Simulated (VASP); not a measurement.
# Si2C3 (P-6m2) in VASP: further runs

Si2C3 is run at these levels: PBE; tasks: single point, relaxation of cell and atoms.

Everything below comes from runs of VASP 6.6.1. Logs are shortened: lines on timing, memory, paths and dates and some standing lists are left out, and cuts for length are marked.

## Step 1: The cell of the first run

The structure is hexagonal, space group P-6m2 (No. 187). Conventional cell: a = 2.774 Å, b = 2.774 Å, c = 13.978 Å, α = 90.00°, β = 90.00°, γ = 120.00°. Si (site symmetry -6m2) has 2 C at 1.97 Å within 2.6 Å. Si (site symmetry 3m) has 3 C at 1.81 Å within 2.4 Å. Si (site symmetry -6m2) has 12 Si at 2.65 to 2.77 Å and 2 C at 2.96 Å within 3.5 Å. Within 2.2 Å of C (site symmetry 3m) lie 3 C at 1.68 Å and 1 Si at 1.97 Å. C (site symmetry 3m) has 4 C at 1.55 to 1.68 Å within 2.1 Å. Within 2.1 Å of C (site symmetry 3m) lie 1 C at 1.55 Å and 3 Si at 1.81 Å.

## Step 2: Single point, PBE

Contents of INCAR:

```
SYSTEM = Si2C3
ALGO = Normal
EDIFF = 1E-6
ENCUT = 520
GGA = PE
ISIF = 2
ISMEAR = 0
LASPH = .TRUE.
LCHARG = .FALSE.
LREAL = .FALSE.
LWAVE = .FALSE.
NBANDS = 31
NELM = 100
PREC = Accurate
SIGMA = 0.1
```

Contents of KPOINTS:

```
k-points
0
G
  6 6 1
  0 0 0
```

Contents of POSCAR:

```
Si2C3
1.0
    2.7740089462      0.0000000000      0.0000000000
   -1.3870044731      2.4023622178      0.0000000000
    0.0000000000      0.0000000000     13.9776036377
Si C
4 6
Direct
    0.3333333333      0.6666666667      0.0000000000
    0.3333333333      0.6666666667      0.3490121471
    0.3333333333      0.6666666667      0.6509878529
    0.6666666667      0.3333333333      0.5000000000
    0.3333333333      0.6666666667      0.1409187365
    0.3333333333      0.6666666667      0.8590812635
    0.6666666667      0.3333333333      0.1772026471
    0.6666666667      0.3333333333      0.2881401432
    0.6666666667      0.3333333333      0.7118598568
    0.6666666667      0.3333333333      0.8227973529
```

Potentials or basis: VASP PAW PBE potentials, release 64 (Si, C).

The run is started by

```console
$ cat potpaw_PBE.64/Si/POTCAR potpaw_PBE.64/C/POTCAR > POTCAR
$ mpirun -np 1 vasp_std > vasp.out
```

OUTCAR:

```text
SYSTEM = Si2C3
   EDIFF = 1E-6
   ENCUT = 520
   GGA = PE
   ISIF = 2
   ISMEAR = 0
   LASPH = .TRUE.
   LREAL = .FALSE.
   NELM = 100
   PREC = Accurate

 ion  position               nearest neighbor table
   1  0.333  0.667  0.000-   5 1.97   6 1.97
   2  0.333  0.667  0.349-   8 1.81   8 1.81   8 1.81   4 2.65   4 2.65   4 2.65
   3  0.333  0.667  0.651-   9 1.81   9 1.81   9 1.81   4 2.65   4 2.65   4 2.65
   4  0.667  0.333  0.500-   2 2.65   3 2.65   2 2.65   3 2.65   2 2.65   3 2.65
   5  0.333  0.667  0.141-   7 1.68   7 1.68   7 1.68   1 1.97
   6  0.333  0.667  0.859-  10 1.68  10 1.68  10 1.68   1 1.97
   7  0.667  0.333  0.177-   8 1.55   5 1.68   5 1.68   5 1.68
   8  0.667  0.333  0.288-   7 1.55   2 1.81   2 1.81   2 1.81
   9  0.667  0.333  0.712-  10 1.55   3 1.81   3 1.81   3 1.81
  10  0.667  0.333  0.823-   9 1.55   6 1.68   6 1.68   6 1.68

  LATTYP: Found a hexagonal cell.
 ALAT       =     2.7740089462
 C/A-ratio  =     5.0387738139

  Lattice vectors:

 A1 = (   2.7740089462,   0.0000000000,   0.0000000000)
 A2 = (  -1.3870044731,   2.4023622178,   0.0000000000)
 A3 = (   0.0000000000,   0.0000000000,  13.9776036377)

Analysis of symmetry for initial positions (statically):
=====================================================================
 Subroutine PRICEL returns:
 Original cell was already a primitive cell.

 Routine SETGRP: Setting up the symmetry group for a
 hexagonal supercell.

 Subroutine GETGRP returns: Found 12 space group operations
 (whereof 12 operations were pure point group operations)
 out of a pool of 24 trial point group operations.

The static configuration has the point symmetry D_3h.

Analysis of symmetry for dynamics (positions and initial velocities):
=====================================================================
 Subroutine PRICEL returns:
 Original cell was already a primitive cell.

 Routine SETGRP: Setting up the symmetry group for a
 hexagonal supercell.

 Subroutine GETGRP returns: Found 12 space group operations
 (whereof 12 operations were pure point group operations)
 out of a pool of 24 trial point group operations.

The dynamic configuration has the point symmetry D_3h.

 Subroutine INISYM returns: Found 12 space group operations
 (whereof 12 operations are pure point group operations),
 and found     1 'primitive' translations

----------------------------------------------------------------------------------------

                                     Primitive cell

  volume of cell :      93.1492

  direct lattice vectors                    reciprocal lattice vectors
     2.774008946  0.000000000  0.000000000     0.360489104  0.208128481  0.000000000
    -1.387004473  2.402362218  0.000000000     0.000000000  0.416256963  0.000000000
     0.000000000  0.000000000 13.977603638     0.000000000  0.000000000  0.071543022

  length of vectors
     2.774008946  2.774008946 13.977603638     0.416256963  0.416256963  0.071543022

  position of ions in fractional coordinates (direct lattice)
     0.333333333  0.666666667  0.000000000
     0.333333333  0.666666667  0.349012147
     0.333333333  0.666666667  0.650987853
     0.666666667  0.333333333  0.500000000
     0.333333333  0.666666667  0.140918736
     0.333333333  0.666666667  0.859081264
     0.666666667  0.333333333  0.177202647
     0.666666667  0.333333333  0.288140143
     0.666666667  0.333333333  0.711859857
     0.666666667  0.333333333  0.822797353

  ion indices of the primitive-cell ions
   primitive index   ion index
                 1           1
                 2           2
                 3           3
                 4           4
                 5           5
                 6           6
                 7           7
                 8           8
                 9           9
                10          10

----------------------------------------------------------------------------------------

 KPOINTS: k-points

Automatic generation of k-mesh.
 Grid dimensions read from file:
 generate k-points for:    6    6    1

 Generating k-lattice:

  Cartesian coordinates                     Fractional coordinates (reciprocal lattice)
     0.060081517  0.034688080  0.000000000     0.166666667  0.000000000  0.000000000
     0.000000000  0.069376160  0.000000000     0.000000000  0.166666667  0.000000000
     0.000000000  0.000000000  0.071543022     0.000000000  0.000000000  1.000000000

  Length of vectors
     0.069376160  0.069376160  0.071543022

  Shift w.r.t. Gamma in fractional coordinates (k-lattice)
     0.000000000  0.000000000  0.000000000

 Subroutine IBZKPT returns following result:
 ===========================================

 Found      7 irreducible k-points:

 Following reciprocal coordinates:
            Coordinates               Weight
  0.000000  0.000000  0.000000      1.000000
  0.166667  0.000000  0.000000      6.000000
  0.333333  0.000000  0.000000      6.000000
  0.500000 -0.000000  0.000000      3.000000
  0.166667  0.166667  0.000000      6.000000
  0.333333  0.166667  0.000000     12.000000
  0.333333  0.333333  0.000000      2.000000
   k-points           NKPTS =      7   k-points in BZ     NKDIM =      7   number of bands    NBANDS=     31
   number of dos      NEDOS =    301   number of ions     NIONS =     10
   total plane-waves  NPLWV =  62208
   dimension x,y,z NGX =    24 NGY =   24 NGZ =  108
   dimension x,y,z NGXF=    48 NGYF=   48 NGZF=  216
   ions per type =               4   6
   NGX,Y,Z   is equivalent  to a cutoff of  14.38, 14.38, 12.85 a.u.
   NGXF,Y,Z  is equivalent  to a cutoff of  28.77, 28.77, 25.69 a.u.
 SYSTEM =  Si2C3
   PREC   = accura    normal or accurate (medium, high low for compatibility)
   ISTART =      0    job   : 0-new  1-cont  2-samecut
   ICHARG =      2    charge: 1-file 2-atom 10-const
   ISPIN  =      1    spin polarized calculation?
   LNONCOLLINEAR =      F non collinear calculations
   LSORBIT =      F    spin-orbit coupling
   LASPH  =      T    aspherical Exc in radial PAW
   ENCUT  =  520.0 eV  38.22 Ry    6.18 a.u.   5.16  5.16 25.99*2*pi/ulx,y,z
   NELM   =    100;   NELMIN=  2; NELMDL= -5     # of ELM steps
   EDIFF  = 0.1E-05   stopping-criterion for ELM
   LREAL  =      F    real-space projection
   EDIFFG = 0.1E-04   stopping-criterion for IOM
   NSW    =      0    number of steps for IOM
   IBRION =     -1    ionic relax: 0-MD 1-quasi-New 2-CG
   NFREE  =      0    steps in history (QN), initial steepest desc. (CG)
   ISIF   =      2    stress and relaxation
   ISYM   =      2    0-nonsym 1-usesym 2-fastsym
   POTIM  = 0.5000    time-step for ionic-motion
   TEBEG  =    0.0;   TEEND  =   0.0 temperature during run
   PSTRESS=    0.0 pullay stress
   NELECT =      40.0000    total number of electrons
   NUPDOWN=      -1.0000    fix difference up-down
   EMIN   =  10.00;   EMAX   =-10.00  energy-range for DOS
   EFERMI =   0.00;   METHOD = LEGACY
   ISMEAR =     0;   SIGMA  =   0.10  broadening in eV -4-tet -1-fermi 0-gaus
   EFERMI_NEDOS =   21; number of points for ismear=-14 and -15
   IALGO  =     38    algorithm
   IMIX   =      4    mixing-type and parameters
     AMIX     =   0.40;   BMIX     =  1.00
     AMIX_MAG =   1.60;   BMIX_MAG =  1.00
  volume/ion in A,a.u.               =       9.31        62.86
  Fermi-wavevector in a.u.,A,eV,Ry     =   1.235099  2.333999 20.755277  1.525470
  Thomas-Fermi vector in A             =   2.369762
   LORBIT       =      0    0 simple, 1 ext, 2 COOP (PROOUT), +10 PAW based schemes
   GGA     = PE    functional components
   LHFCALC =     F    Hartree Fock is set to
   AEXX    =    0.0000 exact exchange contribution
   IVDW    =     0    specifies the selected vdW correction
   LEPSILON=     F    determine dielectric tensor
   LRPA    =     F    only Hartree local field effects (RPA)
 non-spin polarized calculation
 Gauss-broadening in eV      SIGMA  =   0.10
  energy-cutoff  :      520.00
  volume of cell :       93.15
 maximum number of plane-waves:      2523
 NGX is ok and might be reduce to    24
   NGX = 11   NGY = 11   NGZ = 51

 number of electron      40.0000002 magnetization

 Free energy of the ion-electron system (eV)
  ---------------------------------------------------
  ext. energy  EPLUGINS =         0.00000000
  ---------------------------------------------------
  free energy    TOTEN  =       -70.12390570 eV

  energy without entropy =      -70.11197032  energy(sigma->0) =      -70.11793801

 E-fermi :   9.4923     XC(G=0): -11.8336

 val. band max:        9.4234345075   @ k =   0.3333   0.1667   0.0000
 cond. band min:       9.8083024243   @ k =   0.3333   0.3333   0.0000
 fundamental gap:      0.3848679169
 Fermi energy:         9.4922830615

 k-point     1 :       0.0000    0.0000    0.0000
  band No.  band energies     occupation
      1      -8.8314      2.00000
      2      -8.7314      2.00000
      3      -6.4374      2.00000
      4      -5.9652      2.00000
      5      -3.5664      2.00000
      6      -1.5565      2.00000
[... 23 lines left out ...]
     30      17.6212      0.00000
     31      18.1903      0.00000

 k-point     2 :       0.1667    0.0000    0.0000
  band No.  band energies     occupation
      1      -8.2764      2.00000
      2      -8.1818      2.00000
      3      -5.8304      2.00000
      4      -5.3845      2.00000
      5      -2.9465      2.00000
      6      -0.9410      2.00000
[... 23 lines left out ...]
     30      16.3895      0.00000
     31      16.9230      0.00000

 k-point     3 :       0.3333    0.0000    0.0000
  band No.  band energies     occupation
      1      -6.6882      2.00000
      2      -6.6102      2.00000
      3      -4.1027      2.00000
      4      -3.7391      2.00000
      5      -1.3286      2.00000
      6      -0.1502      2.00000
[... 125 lines left out ...]
     30      15.9500      0.00000
     31      17.2412      0.00000

 k-point     7 :       0.3333    0.3333    0.0000
  band No.  band energies     occupation
      1      -4.0665      2.00000
      2      -4.0512      2.00000
      3      -2.5296      2.00000
      4      -2.3504      2.00000
      5      -0.7942      2.00000
      6      -0.6653      2.00000
[... 23 lines left out ...]
     30      16.8071      0.00000
     31      18.6260      0.00000

------------------------ aborting loop because EDIFF is reached ----------------------------------------

  FORCE on cell =-STRESS in cart. coord.  units (eV):
  Direction    XX          YY          ZZ          XY          YZ          ZX
  --------------------------------------------------------------------------------------
  -------------------------------------------------------------------------------------
  Total        0.0533313      0.0533313     -0.1687588     -0.0000000      0.0000000      0.0000000
  in kB        0.9173041      0.9173041     -2.9026712     -0.0000000      0.0000000      0.0000000
  external PRESSURE =      -0.3560210 kB  Pullay stress =       0.0000000 kB

 VOLUME and BASIS-vectors are now :
 -----------------------------------------------------------------------------
  energy-cutoff  :      520.00
  volume of cell :       93.15
      direct lattice vectors                 reciprocal lattice vectors
     2.774008946  0.000000000  0.000000000     0.360489104  0.208128481  0.000000000
    -1.387004473  2.402362218  0.000000000     0.000000000  0.416256963  0.000000000
     0.000000000  0.000000000 13.977603638     0.000000000  0.000000000  0.071543022

 POSITION                                       TOTAL-FORCE (eV/Angst)
 -----------------------------------------------------------------------------------
     -0.00000      1.60157      0.00000         0.000000     -0.000000     -0.000000
     -0.00000      1.60157      4.87835         0.000000     -0.000000     -0.029588
     -0.00000      1.60157      9.09925         0.000000     -0.000000      0.029588
      1.38700      0.80079      6.98880         0.000000     -0.000000     -0.000000
     -0.00000      1.60157      1.96971         0.000000     -0.000000     -0.005041
     -0.00000      1.60157     12.00790         0.000000      0.000000      0.005041
      1.38700      0.80079      2.47687         0.000000     -0.000000     -0.020252
      1.38700      0.80079      4.02751        -0.000000      0.000000      0.060786
      1.38700      0.80079      9.95009        -0.000000      0.000000     -0.060786
      1.38700      0.80079     11.50074         0.000000     -0.000000      0.020252
 -----------------------------------------------------------------------------------
    total drift:                               -0.000000      0.000000      0.000000

  FREE ENERGIE OF THE ION-ELECTRON SYSTEM (eV)
  ---------------------------------------------------
  free  energy   TOTEN  =       -70.1239057003 eV

  energy  without entropy=      -70.1119703207  energy(sigma->0) =      -70.11793801
```

Run time: 31 s. Hardware: 1 thread of Intel Xeon Platinum 8259CL at 2.50GHz (Skylake/Cascade Lake), shared host; peak memory 0.22 GiB.

Results:

```yaml
Free_energy: -70.1239 eV
Pressure: 0.0 GPa
Largest_force: 0.061 eV/Å
Band_gap_on_the_k_mesh: zero (band 20 reaches 11.42 eV, above the bottom of band 21 at 7.93 eV)
```

Forces on the atoms (eV/Å):
```
Si   0.000  0.000  0.000
Si   0.000  0.000 -0.030
Si   0.000  0.000  0.030
Si   0.000  0.000  0.000
C    0.000  0.000 -0.005
C    0.000  0.000  0.005
C    0.000  0.000 -0.020
C    0.000  0.000  0.061
C    0.000  0.000 -0.061
C    0.000  0.000  0.020
```

Levels at points of the mesh, in eV from the Fermi level:
```csv
k point,band 16,band 17,band 18,band 19,band 20,band 21,band 22,band 23,band 24,band 25
"(0.00, 0.00, 0.00)",0.37,0.37,0.39,0.39,1.93,4.67,4.70,5.28,5.28,5.45
"(0.50, 0.00, 0.00)",-3.89,-3.23,-2.02,-1.75,-1.70,-0.50,1.26,3.21,3.56,3.74
```

Caveat: the k points lie up to 0.45 Å⁻¹ apart.

## Step 3: Single point, PBE

This run uses another cell than the first one, of 13.77 Å³/atom, 1.478 times its volume.

Contents of INCAR:

```
SYSTEM = Si2C3
PREC     = Accurate       ! precision mode
ENCUT    = 520            ! plane-wave cutoff, eV
EDIFF    = 1E-7           ! SCF threshold, eV
ISMEAR   = 0              ! smearing method
SIGMA    = 0.1            ! smearing width, eV
LREAL    = .False.        ! projectors in reciprocal space
LASPH    = .True.         ! aspherical terms in the spheres
NELM     = 60             ! most SCF steps
ALGO     = Normal         ! electronic algorithm
ISIF     = 2              ! what is computed and relaxed
LWAVE    = .False.        ! write WAVECAR
LCHARG   = .False.        ! write CHGCAR
GGA      = PE             ! functional
NBANDS   = 31             ! bands
```

Contents of KPOINTS:

```
regular mesh
0
Gamma
  6 6 1
  0 0 0
```

Contents of POSCAR:

```
Si2C3
1.0
    2.7091322400      0.0000000000      0.0000000000
   -1.3545661200      2.3461773400      0.0000000000
    0.0000000000      0.0000000000     21.6593114300
Si C
4 6
Direct
    0.3333333300      0.6666666700      0.0000000000
    0.3333333300      0.6666666700      0.4000000000
    0.3333333300      0.6666666700      0.6000000000
    0.6666666700      0.3333333300      0.5000000000
    0.3333333300      0.6666666700      0.2000000000
    0.3333333300      0.6666666700      0.8000000000
    0.6666666700      0.3333333300      0.1000000000
    0.6666666700      0.3333333300      0.3000000000
    0.6666666700      0.3333333300      0.7000000000
    0.6666666700      0.3333333300      0.9000000000
```

Potentials or basis: VASP PAW PBE potentials, release 64 (Si, C).

The run is started by

```console
$ cat potpaw_PBE.64/Si/POTCAR potpaw_PBE.64/C/POTCAR > POTCAR
$ mpirun -np 1 vasp_std > vasp.out
```

It took 46 s on 1 thread of Intel Xeon Platinum 8259CL at 2.50GHz (Skylake/Cascade Lake), shared host; peak memory 0.24 GiB.

Results (log left out):

```yaml
Free_energy: -42.8773 eV
Pressure: -18.1 GPa
Largest_force: 1.694 eV/Å
Band_gap_on_the_k_mesh: zero (band 20 reaches 8.28 eV, above the bottom of band 21 at 3.29 eV)
```

Forces on the atoms (eV/Å):
```
Si   0.000  0.000  0.000
Si   0.000  0.000 -1.694
Si   0.000  0.000  1.694
Si   0.000  0.000  0.000
C    0.000  0.000 -0.099
C    0.000  0.000  0.099
C    0.000  0.000  0.105
C    0.000  0.000  0.206
C    0.000  0.000 -0.206
C    0.000  0.000 -0.105
```

Stress tensor (GPa, compression positive):
```
-16.85   0.00   0.00
  0.00 -16.85   0.00
  0.00   0.00 -20.64
```

Levels at points of the mesh, in eV from the Fermi level:
```
           k point  band 18  band 19  band 20  band 21  band 22  band 23
(0.00, 0.00, 0.00)     3.32     3.32     3.33     3.33     3.57     3.57
(0.50, 0.00, 0.00)    -2.01    -1.87    -1.04    -0.78     0.57     1.01
```

Caveat: the k points lie up to 0.45 Å⁻¹ apart; forces of over 1 eV/Å act on the atoms, so gaps and moduli don't describe the material at rest.

(Part 1 of 2 ends here.)
